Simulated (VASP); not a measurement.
ZnO3: single point with PBE

ZnO3:

```
Zn O
1.0
     3.29831    0.00000    0.00000
     0.00000    3.29831    0.00000
     0.00000    0.00000    3.29831
Zn O
1 3
Cartesian
  0.0000 0.0000 0.0000
  0.0000 1.6492 1.6492
  1.6492 0.0000 1.6492
  1.6492 1.6492 0.0000
```

```json
{
 "Program": "VASP 6.6.1",
 "Task": "single point",
 "Functional": "PBE",
 "Potentials or basis": "VASP PAW PBE potentials, release 64 (Zn, O)",
 "Cutoff": "520 eV",
 "k mesh": "6 × 6 × 6",
 "Occupations": "gaussian, width 0.1 eV",
 "Spin": "no spin polarisation",
 "Dipole correction": "no",
 "Further INCAR settings": "ALGO = Normal; EDIFF = 1e-06; NBANDS = 23"
}
```

```yaml
Pressure: 2.1 GPa
Band_gap_on_the_k_mesh: zero (bands 15 and 16 overlap by 0.68 eV)
```

Levels at points of the mesh, in eV from the Fermi level:
| k point | band 12 | band 13 | band 14 | band 15 | band 16 | band 17 | band 18 | band 19 |
| --- | --- | --- | --- | --- | --- | --- | --- | --- |
| (0.00, 0.00, 0.00) | -1.21 | -1.21 | -1.21 | 0.44 | 0.44 | 0.44 | 2.20 | 14.70 |
| (0.50, 0.00, 0.00) | -2.49 | -2.49 | -1.75 | -1.16 | 0.22 | 0.22 | 6.56 | 8.53 |
| (0.50, 0.50, 0.00) | -2.94 | -1.85 | -1.34 | -1.34 | 0.63 | 0.67 | 6.50 | 11.17 |
| (0.50, 0.50, 0.50) | -4.85 | 0.53 | 0.53 | 0.53 | 0.72 | 0.72 | 2.50 | 13.52 |

Wall time 9.5 s on 1 thread of Intel(R) Xeon(R) 6975P-C (Granite Rapids) (shared host), peak memory 0.15 GiB.

Caveat: semilocal functionals underestimate gaps, so a narrow gap can read as zero.
